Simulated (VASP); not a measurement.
# Sc (P6_3/mmc) in VASP: a series of runs, part 2 of 2

VASP 6.6.1. The steps go on from the part before.

### 4 Single point, PBEsol

This run uses another cell than the first one, of 23.73 Å³/atom, 1.136 times its volume.

The input, INCAR:

```
PREC = Accurate ; ENCUT = 520
EDIFF = 1E-6 ; ISMEAR = -1
SIGMA = 0.1 ; LREAL = F
LASPH = T ; NELM = 80
ALGO = Normal ; ISIF = 2
LWAVE = F ; LCHARG = F
GGA = PS ; NBANDS = 18
```

The input, KPOINTS:

```
regular mesh
0
Gamma
  15 15 8
```

The input, POSCAR:

```
Sc
1.0
    3.2760790572      0.0000000000      0.0000000000
   -1.6380395286      2.8371676883      0.0000000000
    0.0000000000      0.0000000000      5.1051133920
Sc
2
Direct
    0.3333333333      0.6666666667      0.2500000000
    0.6666666667      0.3333333333      0.7500000000
```

Potentials or basis: VASP PAW PBE potentials, release 64 (Sc_sv).

Started as:

```bash
> cat potpaw_PBE.64/Sc_sv/POTCAR > POTCAR
> mpirun -np 1 vasp_std > vasp.out
```

OUTCAR:

```text
PREC = Accurate
   ENCUT = 520
   EDIFF = 1E-6
   ISMEAR = -1
   LREAL = F
   LASPH = T
   NELM = 80
   ISIF = 2
   GGA = PS

 ion  position               nearest neighbor table
   1  0.333  0.667  0.250-   2 3.18   2 3.18   2 3.18   2 3.18   2 3.18   2 3.18
   2  0.667  0.333  0.750-   1 3.18   1 3.18   1 3.18   1 3.18   1 3.18   1 3.18

  LATTYP: Found a hexagonal cell.
 ALAT       =     3.2760790572
 C/A-ratio  =     1.5582998160

  Lattice vectors:

 A1 = (   3.2760790572,   0.0000000000,   0.0000000000)
 A2 = (  -1.6380395286,   2.8371676883,   0.0000000000)
 A3 = (   0.0000000000,   0.0000000000,   5.1051133920)

Analysis of symmetry for initial positions (statically):
=====================================================================
 Subroutine PRICEL returns:
 Original cell was already a primitive cell.

 Routine SETGRP: Setting up the symmetry group for a
 hexagonal supercell.

 Subroutine GETGRP returns: Found 24 space group operations
 (whereof 12 operations were pure point group operations)
 out of a pool of 24 trial point group operations.

The static configuration has the point symmetry D_3d.
[... 160 lines left out ...]
  energy without entropy =      -13.15343987  energy(sigma->0) =      -13.21369172

 E-fermi :   3.7966     XC(G=0): -10.1463

 val. band max:        3.7952620316   @ k =   0.4000   0.2000   0.3750
 cond. band min:       3.8043605538   @ k =   0.4667   0.0667   0.3750
 fundamental gap:      0.0090985222
 Fermi energy:         3.7966375748

 k-point     1 :       0.0000    0.0000    0.0000
  band No.  band energies     occupation
      1     -45.3046      2.00000
      2     -45.2193      2.00000
      3     -24.2653      2.00000
      4     -23.8645      2.00000
      5     -23.8645      2.00000
      6     -23.7883      2.00000
[... 481 lines left out ...]
      5     -24.0194      2.00000
      6     -24.0111      2.00000
[... 10 lines left out ...]
     17       7.7532      0.00000
     18       7.8712      0.00000

 [... further k-points ...]

------------------------ aborting loop because EDIFF is reached ----------------------------------------

  FORCE on cell =-STRESS in cart. coord.  units (eV):
  Direction    XX          YY          ZZ          XY          YZ          ZX
  --------------------------------------------------------------------------------------
  -------------------------------------------------------------------------------------
  Total       -0.0069422     -0.0069422     -0.0028587      0.0000000     -0.0000000      0.0000000
  in kB       -0.2344037     -0.2344037     -0.0965240      0.0000000     -0.0000000      0.0000000
  external PRESSURE =      -0.1884438 kB  Pullay stress =       0.0000000 kB

 VOLUME and BASIS-vectors are now :
 -----------------------------------------------------------------------------
  energy-cutoff  :      520.00
  volume of cell :       47.45
      direct lattice vectors                 reciprocal lattice vectors
     3.276079057  0.000000000  0.000000000     0.305242939  0.176232093  0.000000000
    -1.638039529  2.837167688  0.000000000     0.000000000  0.352464186  0.000000000
     0.000000000  0.000000000  5.105113392     0.000000000  0.000000000  0.195882035

 POSITION                                       TOTAL-FORCE (eV/Angst)
 -----------------------------------------------------------------------------------
     -0.00000      1.89145      1.27628        -0.000000      0.000000      0.000000
      1.63804      0.94572      3.82884         0.000000      0.000000      0.000000
 -----------------------------------------------------------------------------------
    total drift:                                0.000000     -0.000000      0.000000

  FREE ENERGIE OF THE ION-ELECTRON SYSTEM (eV)
  ---------------------------------------------------
  free  energy   TOTEN  =       -13.2739435728 eV

  energy  without entropy=      -13.1534398728  energy(sigma->0) =      -13.21369172
```

OSZICAR:

```text
N       E                     dE             d eps       ncg     rms          rms(c)
DAV:   1     0.354544605265E+03    0.35454E+03   -0.10988E+04  4876   0.131E+03
DAV:   2     0.504225910935E+01   -0.34950E+03   -0.34286E+03  5804   0.536E+02
DAV:   3    -0.144044555305E+02   -0.19447E+02   -0.18734E+02  8070   0.155E+02
DAV:   4    -0.147605645731E+02   -0.35611E+00   -0.35312E+00  7322   0.190E+01
DAV:   5    -0.147645561339E+02   -0.39916E-02   -0.39876E-02  8364   0.216E+00    0.820E+00
DAV:   6    -0.134593718848E+02    0.13052E+01   -0.29053E+00  6392   0.190E+01    0.244E+00
DAV:   7    -0.132867907368E+02    0.17258E+00   -0.75156E-01  6520   0.875E+00    0.838E-01
DAV:   8    -0.132754354343E+02    0.11355E-01   -0.30114E-02  5836   0.221E+00    0.253E-01
DAV:   9    -0.132739270681E+02    0.15084E-02   -0.75865E-03  6752   0.915E-01    0.172E-02
DAV:  10    -0.132739450668E+02   -0.17999E-04   -0.10243E-04  7302   0.137E-01    0.730E-03
DAV:  11    -0.132739422257E+02    0.28411E-05   -0.26189E-06  5744   0.179E-02    0.195E-03
DAV:  12    -0.132739435853E+02   -0.13596E-05   -0.34249E-07  3436   0.976E-03    0.853E-04
DAV:  13    -0.132739435728E+02    0.12551E-07   -0.93152E-08  3264   0.585E-03
   1 F= -.13273944E+02 E0= -.13213692E+02  d E =-.120504E+00
```

stdout:

```text
POSCAR found type information on POSCAR Sc
 POSCAR found :  1 types and       2 ions
 scaLAPACK will be used
 -----------------------------------------------------------------------------
|                                                                             |
|                                                                             |
|     You enforced a specific xc type in the INCAR file but a different       |
|     I HOPE YOU KNOW WHAT YOU ARE DOING!                                     |
|                                                                             |
 -----------------------------------------------------------------------------

 LDA part: xc-table for (Slater+PW92), standard interpolation
 POSCAR, INCAR and KPOINTS ok, starting setup
 FFT: planning ... GRIDC
 FFT: planning ... GRID_SOFT
 FFT: planning ... GRID
 WAVECAR not read
 entering main loop
```

Wall time 30 s (1 thread of Intel Xeon 6975P-C (Granite Rapids), shared host); peak memory 0.22 GiB.

Results:

```yaml
Free_energy: -13.2739 eV
Pressure: 0.0 GPa
Band_gap_on_the_k_mesh: zero (band 11 reaches 4.79 eV, above the bottom of band 12 at 3.25 eV)
```

Caveat: the PAW data sets were made with another functional, which shifts forces and pressure a little.
